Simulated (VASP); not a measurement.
# V (Im-3m) in VASP: settings compared, part 2 of 2

VASP 6.6.1. The steps go on from the part before.

### Step 4. Single point, PBE-based screened hybrid with 25 % exact exchange, collinear spin, ferromagnetic start

This run uses another cell than the first one, of 13.33 Å³/atom.

Contents of POSCAR:

```
V
1.0
   -1.4935999629      1.4935999629      1.4935999629
    1.4935999629     -1.4935999629      1.4935999629
    1.4935999629      1.4935999629     -1.4935999629
V
1
Direct
    0.0000000000      0.0000000000      0.0000000000
```

Contents of INCAR.step1:

```
ALGO     = Normal         # electronic algorithm
EDIFF    = 1E-5           # SCF threshold, eV
ENCUT    = 520            # plane-wave cutoff, eV
GGA      = PE             # functional
ISIF     = 2              # what is computed and relaxed
ISMEAR   = -1             # smearing method
ISPIN    = 2              # spin polarisation
LASPH    = True           # aspherical terms in the spheres
LCHARG   = False          # write CHGCAR
LMAXMIX  = 4              # l up to which the mixer works
LORBIT   = 11             # projections on sites
LREAL    = False          # projectors in reciprocal space
LWAVE    = True           # write WAVECAR
MAGMOM   = 2              # initial moments
NBANDS   = 16             # bands
NELM     = 150            # most SCF steps
PREC     = Accurate       # precision mode
SIGMA    = 0.05           # smearing width, eV
```

Contents of INCAR.step2:

```
AEXX     = 0.25           # exact-exchange fraction
ALGO     = Normal         # electronic algorithm
EDIFF    = 1E-6           # SCF threshold, eV
ENCUT    = 520            # plane-wave cutoff, eV
GGA      = PE             # functional
HFSCREEN = 0.3            # screening, 1/A
ISIF     = 2              # what is computed and relaxed
ISMEAR   = -1             # smearing method
ISPIN    = 2              # spin polarisation
ISTART   = 1            
LASPH    = True           # aspherical terms in the spheres
LCHARG   = False          # write CHGCAR
LHFCALC  = True           # exact exchange
LMAXMIX  = 4              # l up to which the mixer works
LORBIT   = 11             # projections on sites
LREAL    = False          # projectors in reciprocal space
LWAVE    = False          # write WAVECAR
MAGMOM   = 2              # initial moments
NBANDS   = 16             # bands
NELM     = 150            # most SCF steps
PREC     = Accurate       # precision mode
PRECFOCK = Normal       
SIGMA    = 0.05           # smearing width, eV
```

Contents of KPOINTS:

```
k-points
0
Gamma
  6 6 6
```

Potentials or basis: VASP PAW PBE potentials, release 64 (V_sv).

Launch:

```console
cat potpaw_PBE.64/V_sv/POTCAR > POTCAR
cp INCAR.step1 INCAR
mpirun -np 1 vasp_std > vasp.out
cp INCAR.step2 INCAR
mpirun -np 1 vasp_std > vasp.out
```

OUTCAR:

```text
AEXX = 0.25
   EDIFF = 1E-6
   ENCUT = 520
   GGA = PE
   HFSCREEN = 0.3
   ISIF = 2
   ISMEAR = -1
   ISPIN = 2
   ISTART = 1
   LASPH = True
   LHFCALC = True
   LORBIT = 11
   LREAL = False
   NELM = 150
   PREC = Accurate
   PRECFOCK = Normal

 ion  position               nearest neighbor table
   1  0.000  0.000  0.000-

  LATTYP: Found a body centered cubic cell.
 ALAT       =     2.9871999258

  Lattice vectors:

 A1 = (  -1.4935999629,   1.4935999629,   1.4935999629)
 A2 = (   1.4935999629,  -1.4935999629,   1.4935999629)
 A3 = (   1.4935999629,   1.4935999629,  -1.4935999629)

Analysis of symmetry for initial positions (statically):
=====================================================================
 Subroutine PRICEL returns:
 Original cell was already a primitive cell.

 Routine SETGRP: Setting up the symmetry group for a
 body centered cubic supercell.

 Subroutine GETGRP returns: Found 48 space group operations
 (whereof 48 operations were pure point group operations)
 out of a pool of 48 trial point group operations.

The static configuration has the point symmetry O_h .

Analysis of symmetry for dynamics (positions and initial velocities):
=====================================================================
 Subroutine PRICEL returns:
 Original cell was already a primitive cell.

 Routine SETGRP: Setting up the symmetry group for a
 body centered cubic supercell.

 Subroutine GETGRP returns: Found 48 space group operations
 (whereof 48 operations were pure point group operations)
 out of a pool of 48 trial point group operations.

The dynamic configuration has the point symmetry O_h .

Analysis of structural, dynamic, and magnetic symmetry:
=====================================================================
 Subroutine PRICEL returns:
 Original cell was already a primitive cell.

 Routine SETGRP: Setting up the symmetry group for a
[... 136 lines left out ...]
  volume of cell :       13.33
 maximum number of plane-waves:       370
  NGX = 16; NGY = 16; NGZ = 16

 number of electron      12.9999991 magnetization       0.7794068

 Free energy of the ion-electron system (eV)
  ---------------------------------------------------
  ext. energy  EPLUGINS =         0.00000000
  ---------------------------------------------------
  free energy    TOTEN  =       -10.53559900 eV

  energy without entropy =      -10.52684549  energy(sigma->0) =      -10.53122225

 E-fermi :   9.9683     XC(G=0): -10.7370

 val. band max:        9.8078513152   @ k =   0.1667   0.1667   0.0000
 cond. band min:      10.0054222727   @ k =   0.3333   0.1667   0.0000
 fundamental gap:      0.1975709575
 Fermi energy:         9.9682679265

 spin component 1

 k-point     1 :       0.0000    0.0000    0.0000
  band No.  band energies     occupation
      1     -59.2159      1.00000
      2     -30.8225      1.00000
      3     -30.8225      1.00000
      4     -30.8225      1.00000
      5       1.8461      1.00000
      6       9.4517      0.99997
[... 280 lines left out ...]
      2     -31.5132      1.00000
      3     -31.5132      1.00000
      4     -31.5132      1.00000
      5       6.2314      1.00000
      6       6.2315      1.00000
[... 8 lines left out ...]
     15      32.8496      0.00000
     16      42.9450      0.00000
 Fermi energy:         9.9682679265

 spin component 2

 k-point     1 :       0.0000    0.0000    0.0000
  band No.  band energies     occupation
      1     -58.4760      1.00000
      2     -30.0329      1.00000
      3     -30.0329      1.00000
      4     -30.0329      1.00000
      5       2.4582      1.00000
      6      11.3085      0.00000
[... 281 lines left out ...]
      3     -30.6853      1.00000
      4     -30.6853      1.00000
      5       6.4252      1.00000
      6       6.4252      1.00000
[... 8 lines left out ...]
     15      33.0819      0.00000
     16      44.0100      0.00000

------------------------ aborting loop because EDIFF is reached ----------------------------------------

  FORCE on cell =-STRESS in cart. coord.  units (eV):
  Direction    XX          YY          ZZ          XY          YZ          ZX
  --------------------------------------------------------------------------------------
  -------------------------------------------------------------------------------------
  Total        0.0569653      0.0569653      0.0569653      0.0000000     -0.0000000      0.0000000
  in kB        6.8479128      6.8479128      6.8479128      0.0000000     -0.0000000      0.0000000
  external PRESSURE =       6.8479128 kB  Pullay stress =       0.0000000 kB

 VOLUME and BASIS-vectors are now :
 -----------------------------------------------------------------------------
  energy-cutoff  :      520.00
  volume of cell :       13.33
      direct lattice vectors                 reciprocal lattice vectors
    -1.493599963  1.493599963  1.493599963     0.000000000  0.334761658  0.334761658
     1.493599963 -1.493599963  1.493599963     0.334761658  0.000000000  0.334761658
     1.493599963  1.493599963 -1.493599963     0.334761658  0.334761658  0.000000000

 POSITION                                       TOTAL-FORCE (eV/Angst)
 -----------------------------------------------------------------------------------
      0.00000      0.00000      0.00000        -0.000000     -0.000000      0.000000
 -----------------------------------------------------------------------------------
    total drift:                                0.000000     -0.000000     -0.000001

  FREE ENERGIE OF THE ION-ELECTRON SYSTEM (eV)
  ---------------------------------------------------
  free  energy   TOTEN  =       -10.5355990050 eV

  energy  without entropy=      -10.5268454865  energy(sigma->0) =      -10.53122225

 total charge

# of ion       s       p       d       tot
------------------------------------------
    1        2.348   6.259   3.009  11.616

 magnetization (x)

# of ion       s       p       d       tot
------------------------------------------
    1        0.008   0.047   0.614   0.670
```

OUTCAR.step1:

```text
EDIFF = 1E-5
   ENCUT = 520
   GGA = PE
   ISIF = 2
   ISMEAR = -1
   ISPIN = 2
   LASPH = True
   LORBIT = 11
   LREAL = False
   NELM = 150
[... 833 lines left out ...]
    total drift:                                0.000000     -0.000000     -0.000000

  FREE ENERGIE OF THE ION-ELECTRON SYSTEM (eV)
  ---------------------------------------------------
  free  energy   TOTEN  =        -8.9556173917 eV

  energy  without entropy=       -8.9449893784  energy(sigma->0) =       -8.95030339

 total charge

# of ion       s       p       d       tot
------------------------------------------
    1        2.343   6.229   3.098  11.670

 magnetization (x)

# of ion       s       p       d       tot
------------------------------------------
    1        0.010   0.053   0.409   0.472
```

Run time: 40 min. Hardware: 1 thread of Oxide Virtual Turin-like, shared host; peak memory 0.2 GiB.

What came out:

```yaml
Free_energy: -10.5356 eV
Pressure: 0.7 GPa
Net_moment: 0.78 μB per cell
Site_moments: V +0.67 μB
Valence_electrons_inside_the_program's_atomic_spheres: V 11.62
```

Levels at points of the mesh, in eV from the Fermi level:
Spin up:
```csv
k point,band 3,band 4,band 5,band 6,band 7,band 8,band 9,band 10,band 11,band 12
"(0.00, 0.00, 0.00)",-40.79,-40.79,-8.12,-0.52,-0.52,-0.52,3.03,3.03,21.06,21.06
"(0.50, 0.00, 0.00)",-41.10,-40.78,-4.40,-2.38,1.01,2.71,3.34,3.91,10.67,16.43
"(0.50, 0.50, 0.50)",-41.48,-41.48,-3.74,-3.74,3.47,3.47,3.47,10.35,10.35,10.35
```
Spin down:
```tsv
k point	band 4	band 5	band 6	band 7	band 8	band 9
(0.00, 0.00, 0.00)	-40.00	-7.51	1.34	1.34	1.34	3.15
(0.50, 0.00, 0.00)	-40.00	-3.49	-0.69	1.61	3.30	3.52
(0.50, 0.50, 0.50)	-40.65	-3.54	-3.54	5.02	5.02	5.02
```

Caveat: the k points lie up to 0.50 Å⁻¹ apart; the PAW data sets were made with another functional, which shifts forces and pressure a little.

### Step 5. Summary

| task | level | cell | cutoff (eV) | screening parameter | gap on the mesh (eV) | pressure (GPa) | moment (μB) |
| --- | --- | --- | --- | --- | --- | --- | --- |
| single point | PBE0 | a = 2.623 Å, angles 109.5°, 1 atom | 520 | - | none | -8.4 | 0.78 |
| relaxation of cell and atoms | PBEsol-based screened hybrid with 25 % exact exchange | relaxed from a = 2.623 Å, angles 109.5°, 1 atom | 600 | 0.207 1/Å | none | -0.1 | 0.78 |
| single point | PBE-based screened hybrid with 25 % exact exchange | a = 2.587 Å, angles 109.5°, 1 atom | 520 | 0.3 1/Å | none | 0.7 | 0.78 |

Alike in all rows: potentials or basis VASP PAW PBE potentials, release 64 (V_sv); spin collinear, ferromagnetic start; k mesh 6 × 6 × 6; smearing fermi-dirac 0.05 eV.

Caveats: all runs use coarse meshes; the PAW data sets were made with another functional, which shifts forces and pressure a little.

Total energies depend on the potentials used, so only differences within one code and one set of settings carry meaning.

The gap in the log of VASP goes by the Fermi energy; the results here count the filled bands.